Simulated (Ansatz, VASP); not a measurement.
# ZnO: VASP beside Ansatz

Contents of INCAR:

```
SYSTEM = ZnO
PREC = Accurate ; ENCUT = 520
EDIFF = 1E-6 ; ISMEAR = 0
SIGMA = 0.01 ; LREAL = .False.
LASPH = .True. ; NELM = 80
ALGO = Normal ; ISIF = 2
LWAVE = .False. ; LCHARG = .False.
GGA = PE ; NBANDS = 26
```

File KPOINTS:

```
Automatic mesh
0
Gamma
  9 9 6
  0 0 0
```

POSCAR

```
ZnO
1.0
    3.2498000000      0.0000000000      0.0000000000
   -1.6249000000      2.8144093572      0.0000000000
    0.0000000000      0.0000000000      5.2066000000
Zn O
2 2
Direct
    0.3333333333      0.6666666667      0.0000000000
    0.6666666667      0.3333333333      0.5000000000
    0.3333333333      0.6666666667      0.3800000000
    0.6666666667      0.3333333333      0.8800000000
```

Input for Ansatz:

```yaml
crystal:
  lattice:
    - [3.2498, 0.0, 0.0]
    - [-1.6249, 2.8144093572, 0.0]
    - [0.0, 0.0, 5.2066]
  atoms:
    - { symbol: Zn, position: [0.3333333333, 0.6666666667, 0.0] }
    - { symbol: Zn, position: [0.6666666667, 0.3333333333, 0.5] }
    - { symbol: O, position: [0.3333333333, 0.6666666667, 0.38] }
    - { symbol: O, position: [0.6666666667, 0.3333333333, 0.88] }
scf:
  occupations: { method: fixed }
output:
  eigenvalues: true
hamiltonian:
  xc: pbe
kpoints:
  mp_grid: { grid: [9, 9, 6] }
```

Alike in both runs: task single point; functional PBE; k mesh 9 × 9 × 6; no spin polarisation.

|  | VASP | Ansatz |
| --- | --- | --- |
| version | VASP 6.6.1 | Ansatz 0.2.0 |
| potentials or method | VASP PAW PBE potentials, release 64 (Zn, O) | scalar-relativistic, plane waves, PAW |
| plane-wave cutoff (eV) | 520 | 420 |
| occupations | gaussian, width 0.01 eV | fixed |
| valence electrons in the cell | 36 | 36 |

Ansatz gave:

```
gap on the k mesh at the Fermi level (eV) : 0.80
least direct gap on the mesh (eV)         : 0.80
```

Question: What did VASP give for the same quantities?

Answer: gap on the k mesh at the Fermi level (eV): 0.79; least direct gap on the mesh (eV): 0.79.
